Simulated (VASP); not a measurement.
Input of a VASP 6.6.1 run:

The input INCAR:

```
PREC = Accurate
ENCUT = 600
EDIFF = 1E-6
ISMEAR = -1
SIGMA = 0.05
LREAL = False
LASPH = True
NELM = 60
ALGO = Normal
ISIF = 3
LWAVE = False
LCHARG = False
GGA = PS
IVDW = 13
IBRION = 2
NSW = 80
EDIFFG = -0.005
```

File KPOINTS:

```
regular mesh
0
Gamma
  9 9 5
```

File POSCAR:

```
Zr
1.0
    3.2320000000      0.0000000000      0.0000000000
   -1.6160000000      2.7989941050      0.0000000000
    0.0000000000      0.0000000000      5.1470000000
Zr
2
Direct
    0.6666666667      0.3333333333      0.7500000000
    0.3333333333      0.6666666667      0.2500000000
```

Potentials or basis: VASP PAW PBE potentials, release 64 (Zr_sv).

Command:

```bash
$ cat potpaw_PBE.64/Zr_sv/POTCAR > POTCAR
$ mpirun -np 1 vasp_std > vasp.out
```

**Question.** Estimate the relaxed cell.

**Answer.** a = 3.173 Å, b = 3.173 Å, c = 5.115 Å, α = 90.00°, β = 90.00°, γ = 120.00°.

**Question.** What does it give for the dispersion energy per atom?

**Answer.** -0.125 eV.

Final structure:
```
CELL_PARAMETERS angstrom
3.17264 0.00000 0.00000
-1.58632 2.74758 0.00000
0.00000 0.00000 5.11473
ATOMIC_POSITIONS crystal
Zr 0.66667 0.33333 0.75000
Zr 0.33333 0.66667 0.25000
```
